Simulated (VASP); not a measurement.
# Si3Ge (P-6m2) in VASP: notebook

Runs on Si3Ge. Level: PBE. Tasks: single point, relaxation of cell and atoms.

Program: VASP 6.6.1. These are calculated values, not measurements. Logs are shortened: lines on timing, memory, paths and dates and some standing lists are left out, and cuts for length are marked.

## (1) The cell of the first run

It takes space group P-6m2 (No. 187, hexagonal). The conventional cell has a = 2.801 Å, b = 2.801 Å, c = 9.313 Å, α = 90.00°, β = 90.00°, γ = 120.00°. Si (site symmetry 3m) has 9 Si at 2.70 to 2.80 Å and 3 Ge at 2.97 Å within 3.6 Å. Within 3.6 Å of Si (site symmetry -6m2) lie 12 Si at 2.70 to 2.80 Å. Within 3.7 Å of Ge (site symmetry -6m2) lie 6 Ge at 2.80 Å and 6 Si at 2.97 Å.

## (2) Single point, PBE

File INCAR:

```
PREC = Accurate
ENCUT = 500
EDIFF = 1E-6
ISMEAR = 0
SIGMA = 0.1
LREAL = False
LASPH = True
NELM = 120
ALGO = Normal
ISIF = 2
LWAVE = False
LCHARG = True
GGA = PE
LELF = True
LVHAR = True
NBANDS = 21
GGA_COMPAT = False
```

File KPOINTS:

```
Automatic mesh
0
Gamma
  18 18 4
```

File POSCAR:

```
Si3Ge
1.0
    2.8006392271      0.0000000000      0.0000000000
   -1.4003196136      2.4254247175      0.0000000000
    0.0000000000      0.0000000000      9.3131206294
Si Ge
3 1
Direct
    0.3333333333      0.6666666667      0.7677469060
    0.3333333333      0.6666666667      0.2322530940
    0.6666666667      0.3333333333      0.0000000000
    0.6666666667      0.3333333333      0.5000000000
```

Potentials or basis: VASP PAW PBE potentials, release 64 (Si, Ge_d).

Started as:

```
> cat potpaw_PBE.64/Si/POTCAR potpaw_PBE.64/Ge_d/POTCAR > POTCAR
> mpirun -np 1 vasp_std > vasp.out
```

OUTCAR:

```text
PREC = Accurate
   ENCUT = 500
   EDIFF = 1E-6
   ISMEAR = 0
   LREAL = False
   LASPH = True
   NELM = 120
   ISIF = 2
   GGA = PE

 ion  position               nearest neighbor table
   1  0.333  0.667  0.768-   3 2.70   3 2.70   3 2.70   4 2.97   4 2.97   4 2.97
   2  0.333  0.667  0.232-   3 2.70   3 2.70   3 2.70   4 2.97   4 2.97   4 2.97
   3  0.667  0.333  0.000-   1 2.70   2 2.70   1 2.70   2 2.70   1 2.70   2 2.70
   4  0.667  0.333  0.500-   1 2.97   2 2.97   1 2.97   2 2.97   1 2.97   2 2.97

  LATTYP: Found a hexagonal cell.
 ALAT       =     2.8006392271
 C/A-ratio  =     3.3253553472

  Lattice vectors:

 A1 = (   2.8006392271,   0.0000000000,   0.0000000000)
 A2 = (  -1.4003196136,   2.4254247175,   0.0000000000)
 A3 = (   0.0000000000,   0.0000000000,   9.3131206294)

Analysis of symmetry for initial positions (statically):
=====================================================================
 Subroutine PRICEL returns:
 Original cell was already a primitive cell.

 Routine SETGRP: Setting up the symmetry group for a
 hexagonal supercell.

 Subroutine GETGRP returns: Found 12 space group operations
 (whereof 12 operations were pure point group operations)
 out of a pool of 24 trial point group operations.

The static configuration has the point symmetry D_3h.

Analysis of symmetry for dynamics (positions and initial velocities):
=====================================================================
 Subroutine PRICEL returns:
 Original cell was already a primitive cell.

 Routine SETGRP: Setting up the symmetry group for a
 hexagonal supercell.

 Subroutine GETGRP returns: Found 12 space group operations
 (whereof 12 operations were pure point group operations)
 out of a pool of 24 trial point group operations.

The dynamic configuration has the point symmetry D_3h.

 Subroutine INISYM returns: Found 12 space group operations
 (whereof 12 operations are pure point group operations),
 and found     1 'primitive' translations

----------------------------------------------------------------------------------------

                                     Primitive cell

  volume of cell :      63.2616

  direct lattice vectors                    reciprocal lattice vectors
     2.800639227  0.000000000  0.000000000     0.357061342  0.206149462  0.000000000
    -1.400319614  2.425424717  0.000000000     0.000000000  0.412298923  0.000000000
     0.000000000  0.000000000  9.313120629     0.000000000  0.000000000  0.107375394

  length of vectors
     2.800639227  2.800639227  9.313120629     0.412298923  0.412298923  0.107375394

  position of ions in fractional coordinates (direct lattice)
     0.333333333  0.666666667  0.767746906
     0.333333333  0.666666667  0.232253094
     0.666666667  0.333333333  0.000000000
     0.666666667  0.333333333  0.500000000

  ion indices of the primitive-cell ions
   primitive index   ion index
                 1           1
                 2           2
                 3           3
                 4           4

----------------------------------------------------------------------------------------

 KPOINTS: Automatic mesh

Automatic generation of k-mesh.
 Grid dimensions read from file:
 generate k-points for:   18   18    4

 Generating k-lattice:

  Cartesian coordinates                     Fractional coordinates (reciprocal lattice)
     0.019836741  0.011452748  0.000000000     0.055555556  0.000000000  0.000000000
     0.000000000  0.022905496  0.000000000     0.000000000  0.055555556  0.000000000
     0.000000000  0.000000000  0.026843849     0.000000000  0.000000000  0.250000000

  Length of vectors
     0.022905496  0.022905496  0.026843849

  Shift w.r.t. Gamma in fractional coordinates (k-lattice)
     0.000000000  0.000000000  0.000000000

 Subroutine IBZKPT returns following result:
 ===========================================

 Found    111 irreducible k-points:

 Following reciprocal coordinates:
            Coordinates               Weight
  0.000000  0.000000  0.000000      1.000000
  0.055556 -0.000000  0.000000      6.000000
  0.111111 -0.000000  0.000000      6.000000
  0.166667 -0.000000  0.000000      6.000000
  0.222222  0.000000  0.000000      6.000000
  0.277778 -0.000000  0.000000      6.000000
[... 16 lines left out ...]
  0.333333  0.111111  0.000000     12.000000
  0.388889  0.111111  0.000000     12.000000
 [... further k-points ...]
   k-points           NKPTS =    111   k-points in BZ     NKDIM =    111   number of bands    NBANDS=     21
   number of dos      NEDOS =    301   number of ions     NIONS =      4
   total plane-waves  NPLWV =  28000
   dimension x,y,z NGX =    20 NGY =   20 NGZ =   70
   dimension x,y,z NGXF=    40 NGYF=   40 NGZF=  140
   ions per type =               3   1
   NGX,Y,Z   is equivalent  to a cutoff of  11.87, 11.87, 12.50 a.u.
   NGXF,Y,Z  is equivalent  to a cutoff of  23.74, 23.74, 24.99 a.u.
 SYSTEM =  unknown system
   PREC   = accura    normal or accurate (medium, high low for compatibility)
   ISTART =      0    job   : 0-new  1-cont  2-samecut
   ICHARG =      2    charge: 1-file 2-atom 10-const
   ISPIN  =      1    spin polarized calculation?
   LNONCOLLINEAR =      F non collinear calculations
   LSORBIT =      F    spin-orbit coupling
   LASPH  =      T    aspherical Exc in radial PAW
   ENCUT  =  500.0 eV  36.75 Ry    6.06 a.u.   5.11  5.11 16.98*2*pi/ulx,y,z
   NELM   =    120;   NELMIN=  2; NELMDL= -5     # of ELM steps
   EDIFF  = 0.1E-05   stopping-criterion for ELM
   LREAL  =      F    real-space projection
   EDIFFG = 0.1E-04   stopping-criterion for IOM
   NSW    =      0    number of steps for IOM
   IBRION =     -1    ionic relax: 0-MD 1-quasi-New 2-CG
   NFREE  =      0    steps in history (QN), initial steepest desc. (CG)
   ISIF   =      2    stress and relaxation
   ISYM   =      2    0-nonsym 1-usesym 2-fastsym
   POTIM  = 0.5000    time-step for ionic-motion
   TEBEG  =    0.0;   TEEND  =   0.0 temperature during run
   PSTRESS=    0.0 pullay stress
   NELECT =      26.0000    total number of electrons
   NUPDOWN=      -1.0000    fix difference up-down
   EMIN   =  10.00;   EMAX   =-10.00  energy-range for DOS
   EFERMI =   0.00;   METHOD = LEGACY
   ISMEAR =     0;   SIGMA  =   0.10  broadening in eV -4-tet -1-fermi 0-gaus
   EFERMI_NEDOS =   21; number of points for ismear=-14 and -15
   IALGO  =     38    algorithm
   IMIX   =      4    mixing-type and parameters
     AMIX     =   0.40;   BMIX     =  1.00
     AMIX_MAG =   1.60;   BMIX_MAG =  1.00
  volume/ion in A,a.u.               =      15.82       106.73
  Fermi-wavevector in a.u.,A,eV,Ry     =   1.217174  2.300125 20.157191  1.481512
  Thomas-Fermi vector in A             =   2.352503
   LORBIT       =      0    0 simple, 1 ext, 2 COOP (PROOUT), +10 PAW based schemes
   GGA     = PE    functional components
   LHFCALC =     F    Hartree Fock is set to
   AEXX    =    0.0000 exact exchange contribution
   IVDW    =     0    specifies the selected vdW correction
   LEPSILON=     F    determine dielectric tensor
   LRPA    =     F    only Hartree local field effects (RPA)
 non-spin polarized calculation
 Gauss-broadening in eV      SIGMA  =   0.10
  energy-cutoff  :      500.00
  volume of cell :       63.26
 maximum number of plane-waves:      1627
   NGX = 11   NGY = 11   NGZ = 33

 number of electron      25.9999987 magnetization

 Free energy of the ion-electron system (eV)
  ---------------------------------------------------
  ext. energy  EPLUGINS =         0.00000000
  ---------------------------------------------------
  free energy    TOTEN  =       -18.74705354 eV

  energy without entropy =      -18.73843358  energy(sigma->0) =      -18.74274356

 E-fermi :   8.8976     XC(G=0): -11.1707

 val. band max:        8.8969008823   @ k =   0.4444   0.0556   0.2500
 cond. band min:       8.9184754397   @ k =   0.2222   0.2222   0.2500
 fundamental gap:      0.0215745575
 Fermi energy:         8.8975543593

 k-point     1 :       0.0000    0.0000    0.0000
  band No.  band energies     occupation
      1     -15.8988      2.00000
      2     -15.8756      2.00000
      3     -15.8756      2.00000
      4     -15.7803      2.00000
      5     -15.7803      2.00000
      6      -5.0293      2.00000
[... 13 lines left out ...]
     20      18.6245      0.00000
     21      19.0944      0.00000

 k-point     2 :       0.0556   -0.0000    0.0000
  band No.  band energies     occupation
      1     -15.8960      2.00000
      2     -15.8763      2.00000
      3     -15.8710      2.00000
      4     -15.7830      2.00000
      5     -15.7809      2.00000
      6      -4.9527      2.00000
[... 13 lines left out ...]
     20      18.7705      0.00000
     21      19.0268      0.00000

 k-point     3 :       0.1111   -0.0000    0.0000
  band No.  band energies     occupation
      1     -15.8922      2.00000
      2     -15.8743      2.00000
      3     -15.8580      2.00000
      4     -15.7906      2.00000
      5     -15.7825      2.00000
      6      -4.7228      2.00000
[... 13 lines left out ...]
     20      18.6693      0.00000
     21      19.1008      0.00000

 k-point     4 :       0.1667   -0.0000    0.0000
  band No.  band energies     occupation
      1     -15.8965      2.00000
      2     -15.8611      2.00000
      3     -15.8379      2.00000
      4     -15.8023      2.00000
      5     -15.7851      2.00000
      6      -4.3402      2.00000
[... 13 lines left out ...]
     20      17.5014      0.00000
     21      17.8178      0.00000

 k-point     5 :       0.2222    0.0000    0.0000
  band No.  band energies     occupation
      1     -15.9056      2.00000
      2     -15.8417      2.00000
      3     -15.8165      2.00000
      4     -15.8133      2.00000
      5     -15.7882      2.00000
      6      -3.8055      2.00000
[... 13 lines left out ...]
     20      16.2747      0.00000
     21      16.4611      0.00000

 k-point     6 :       0.2778   -0.0000    0.0000
  band No.  band energies     occupation
      1     -15.9160      2.00000
      2     -15.8316      2.00000
      3     -15.8207      2.00000
      4     -15.7916      2.00000
      5     -15.7869      2.00000
      6      -3.1204      2.00000
[... 13 lines left out ...]
     20      15.0695      0.00000
     21      15.5312      0.00000

 k-point     7 :       0.3333   -0.0000    0.0000
  band No.  band energies     occupation
      1     -15.9260      2.00000
      2     -15.8455      2.00000
      3     -15.8010      2.00000
      4     -15.7947      2.00000
      5     -15.7619      2.00000
      6      -2.2873      2.00000
[... 13 lines left out ...]
     20      14.5427      0.00000
     21      15.0085      0.00000
[... 291 lines left out ...]
      1     -15.8902      2.00000
      2     -15.8602      2.00000
      3     -15.8202      2.00000
      4     -15.7967      2.00000
      5     -15.7914      2.00000
      6      -3.5768      2.00000
[... 13 lines left out ...]
     20      16.3867      0.00000
     21      16.5760      0.00000

 k-point    21 :       0.2222    0.1111    0.0000
  band No.  band energies     occupation
      1     -15.8992      2.00000
      2     -15.8390      2.00000
      3     -15.8331      2.00000
      4     -15.7957      2.00000
      5     -15.7743      2.00000
      6      -2.8924      2.00000
[... 13 lines left out ...]
     20      14.9249      0.00000
     21      15.9865      0.00000

 k-point    22 :       0.2778    0.1111    0.0000
  band No.  band energies     occupation
      1     -15.9078      2.00000
      2     -15.8451      2.00000
      3     -15.8163      2.00000
      4     -15.7997      2.00000
      5     -15.7561      2.00000
      6      -2.0605      2.00000
[... 13 lines left out ...]
     20      13.5342      0.00000
     21      15.5221      0.00000

 k-point    23 :       0.3333    0.1111    0.0000
  band No.  band energies     occupation
      1     -15.9150      2.00000
      2     -15.8548      2.00000
      3     -15.8030      2.00000
      4     -15.7953      2.00000
      5     -15.7439      2.00000
      6      -1.0866      2.00000
[... 13 lines left out ...]
     20      13.7159      0.00000
     21      15.1919      0.00000

 k-point    24 :       0.3889    0.1111    0.0000
  band No.  band energies     occupation
      1     -15.9197      2.00000
      2     -15.8611      2.00000
      3     -15.8052      2.00000
      4     -15.7798      2.00000
      5     -15.7377      2.00000
      6       0.0098      2.00000
[... 13 lines left out ...]
     20      14.4301      0.00000
     21      15.0225      0.00000

 [... further k-points ...]

------------------------ aborting loop because EDIFF is reached ----------------------------------------

  FORCE on cell =-STRESS in cart. coord.  units (eV):
  Direction    XX          YY          ZZ          XY          YZ          ZX
  --------------------------------------------------------------------------------------
  -------------------------------------------------------------------------------------
  Total       -0.0291860     -0.0291860     -0.0350579      0.0000000      0.0000000      0.0000000
  in kB       -0.7391703     -0.7391703     -0.8878850      0.0000000      0.0000000      0.0000000
  external PRESSURE =      -0.7887418 kB  Pullay stress =       0.0000000 kB

 VOLUME and BASIS-vectors are now :
 -----------------------------------------------------------------------------
  energy-cutoff  :      500.00
  volume of cell :       63.26
      direct lattice vectors                 reciprocal lattice vectors
     2.800639227  0.000000000  0.000000000     0.357061342  0.206149462  0.000000000
    -1.400319614  2.425424717  0.000000000     0.000000000  0.412298923  0.000000000
     0.000000000  0.000000000  9.313120629     0.000000000  0.000000000  0.107375394

 POSITION                                       TOTAL-FORCE (eV/Angst)
 -----------------------------------------------------------------------------------
     -0.00000      1.61695      7.15012        -0.000000      0.000000      0.004351
     -0.00000      1.61695      2.16300        -0.000000     -0.000000     -0.004351
      1.40032      0.80847      0.00000         0.000000     -0.000000      0.000000
      1.40032      0.80847      4.65656         0.000000     -0.000000      0.000000
 -----------------------------------------------------------------------------------
    total drift:                                0.000000     -0.000000      0.000000

  FREE ENERGIE OF THE ION-ELECTRON SYSTEM (eV)
  ---------------------------------------------------
  free  energy   TOTEN  =       -18.7470535420 eV

  energy  without entropy=      -18.7384335832  energy(sigma->0) =      -18.74274356
```

Wall time 2.4 min (1 thread of Intel Xeon Platinum 8375C at 2.90GHz (Ice Lake), shared host); peak memory 0.25 GiB.

Results:

```
Free energy            : -18.7471 eV
Pressure               : -0.1 GPa
Largest force          : 0.004 eV/Å
Band gap on the k mesh : zero (bands 13 and 14 overlap by 10.56 eV)
```

Forces in eV/Å, atoms in the order of the input:
```
Si   0.000  0.000  0.004
Si   0.000  0.000 -0.004
Si   0.000  0.000  0.000
Ge   0.000  0.000  0.000
```

Levels at points of the mesh, in eV from the Fermi level:
| k point | band 10 | band 11 | band 12 | band 13 | band 14 | band 15 | band 16 | band 17 |
| --- | --- | --- | --- | --- | --- | --- | --- | --- |
| (0.00, 0.00, 0.00) | -6.38 | 0.94 | 1.20 | 7.58 | 7.58 | 8.93 | 8.93 | 9.18 |
| (0.50, 0.00, 0.00) | -5.55 | -5.52 | -1.73 | -1.62 | -1.22 | 0.58 | 3.00 | 4.63 |
| (0.00, 0.00, 0.50) | -3.57 | -3.02 | 5.49 | 6.52 | 7.65 | 7.65 | 8.62 | 8.62 |
| (0.50, 0.00, 0.50) | -4.92 | -4.00 | -3.82 | -3.10 | 1.56 | 2.40 | 2.79 | 3.10 |

## (3) Single point, PBE

File INCAR:

```
SYSTEM = Si3Ge
ALGO = Normal
EDIFF = 1E-6
ENCUT = 500
GGA = PE
GGA_COMPAT = .FALSE.
ISIF = 2
ISMEAR = 0
LASPH = .TRUE.
LCHARG = .FALSE.
LREAL = .FALSE.
LWAVE = .FALSE.
NBANDS = 21
NELM = 120
PREC = Accurate
SIGMA = 0.1
```

File KPOINTS:

```
k-points
0
G
  18 18 6
  0 0 0
```

File POSCAR:

```
Si3Ge
1.0
    2.8025258019      0.0000000000      0.0000000000
   -1.4012629010      2.4270585392      0.0000000000
    0.0000000000      0.0000000000      9.3079165325
Si Ge
3 1
Direct
    0.3333333333      0.6666666667      0.7677504887
    0.3333333333      0.6666666667      0.2322495113
    0.6666666667      0.3333333333      0.0000000000
    0.6666666667      0.3333333333      0.5000000000
```

Potentials or basis: VASP PAW PBE potentials, release 64 (Si, Ge_d).

Started as:

```
> cat potpaw_PBE.64/Si/POTCAR potpaw_PBE.64/Ge_d/POTCAR > POTCAR
> mpirun -np 1 vasp_std > vasp.out
```

Wall time 2.7 min (1 thread of Intel Xeon Platinum 8375C at 2.90GHz (Ice Lake), shared host); peak memory 0.29 GiB.

Results (log left out):

```yaml
Free_energy: -18.7495 eV
Pressure: -0.1 GPa
Band_gap_on_the_k_mesh: zero (bands 13 and 14 overlap by 10.55 eV)
```

Levels at points of the mesh, in eV from the Fermi level:
| k point | band 11 | band 12 | band 13 | band 14 | band 15 | band 16 |
| --- | --- | --- | --- | --- | --- | --- |
| (0.00, 0.00, 0.00) | 0.91 | 1.17 | 7.51 | 7.51 | 8.85 | 8.85 |
| (0.50, 0.00, 0.00) | -5.57 | -1.77 | -1.66 | -1.27 | 0.54 | 2.93 |
| (0.00, 0.00, 0.50) | -3.05 | 5.47 | 6.49 | 7.57 | 7.57 | 8.54 |
| (0.50, 0.00, 0.50) | -4.04 | -3.87 | -3.14 | 1.52 | 2.36 | 2.75 |

(Continued in part 2 of 2.)

The gap in the log of VASP goes by the Fermi energy; the results here count the filled bands.